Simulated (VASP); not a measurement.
## InAs: single point with PBE

Crystal: InAs.

```
In As
1.0
     0.00000    3.05459    3.05459
     3.05459    0.00000    3.05459
     3.05459    3.05459    0.00000
In As
1 1
Direct
  0.00000 0.00000 0.00000
  0.25000 0.25000 0.25000
```

```yaml
Program: VASP 6.6.1
Task: single point
Functional: PBE
Potentials_or_basis: VASP PAW PBE potentials, release 64 (In_d, As)
Cutoff: 520 eV
k_mesh: 8 × 8 × 8
Occupations: fermi-dirac, width 0.02 eV
Spin: no spin polarisation
Dipole_correction: no
Further_INCAR_settings: ALGO = Normal; EDIFF = 1e-06; NBANDS = 16
```

```
Pressure               : 2.1 GPa
Band gap on the k mesh : zero (filled and empty bands touch)
```

Levels at points of the mesh, in eV from the Fermi level:
```csv
k point,band 7,band 8,band 9,band 10,band 11,band 12
"(0.00, 0.00, 0.00)",-0.37,-0.01,-0.01,-0.01,3.88,3.88
"(0.50, 0.00, 0.00)",-5.62,-0.96,-0.96,0.88,4.64,4.64
"(0.50, 0.50, 0.00)",-5.72,-2.23,-2.23,1.58,2.04,8.97
```

It took 29 s on 1 thread of Intel(R) Xeon(R) Platinum 8259CL CPU @ 2.50GHz (Skylake/Cascade Lake), on a shared host, peak memory 0.19 GiB.

Caveat: semilocal functionals underestimate gaps, so a narrow gap can read as zero; spin-orbit coupling is left out, which moves the levels of the heavy elements.
